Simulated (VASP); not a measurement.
A run of VASP 6.6.1 is set up as follows.

The input INCAR:

```
SYSTEM = Ga3SiCN3
  PREC = Accurate
  ENCUT = 520
  EDIFF = 1E-6
  ISMEAR = -1
  SIGMA = 0.05
  LREAL = .False.
  LASPH = .True.
  NELM = 120
  ALGO = Normal
  ISIF = 2
  LWAVE = .False.
  LCHARG = .True.
  GGA = PS
  LELF = .True.
  LVHAR = .True.
  NBANDS = 76
  GGA_COMPAT = .False.
```

Contents of KPOINTS:

```
regular mesh
0
Gamma
  4 6 2
  0 0 0
```

Contents of POSCAR:

```
Ga3SiCN3
1.0
    0.0000000000      0.0000000000      5.2227060000
    3.1827460000      0.0000000000      0.0000000000
    0.0000000000     10.8489959991      0.0000000000
Si Ga C N
2 6 2 6
Direct
    0.9845680000      0.0000000000      0.1569410000
    0.4845720000      0.5000000000      0.0744440000
    0.0090950000      0.5000000000      0.4032210000
    0.0091990000      0.0000000000      0.6569570000
    0.9982220000      0.5000000000      0.9143880000
    0.4982020000      0.0000000000      0.3169940000
    0.5091950000      0.5000000000      0.5744280000
    0.5091100000      0.0000000000      0.8281650000
    0.3501370000      0.0000000000      0.1456250000
    0.8501350000      0.5000000000      0.0857680000
    0.3842420000      0.5000000000      0.4067250000
    0.3845980000      0.0000000000      0.6598770000
    0.3839410000      0.5000000000      0.9152720000
    0.8839390000      0.0000000000      0.3161180000
    0.8845980000      0.5000000000      0.5715170000
    0.8842470000      0.0000000000      0.8246670000
```

Potentials or basis: VASP PAW PBE potentials, release 64 (Si, Ga_d, C, N).

Run with:

```bash
$ cat potpaw_PBE.64/Si/POTCAR potpaw_PBE.64/Ga_d/POTCAR potpaw_PBE.64/C/POTCAR potpaw_PBE.64/N/POTCAR > POTCAR
$ mpirun -np 1 vasp_std > vasp.out
```

Predict the largest force.

0.034 eV/Å.

What does it give for the pressure?

-3.7 GPa.

Stress tensor (GPa, compression positive):
```
-4.65  0.00  0.00
 0.00 -0.07  0.00
 0.00  0.00 -6.26
```

Caveat: the PAW data sets were made with another functional, which shifts forces and pressure a little.
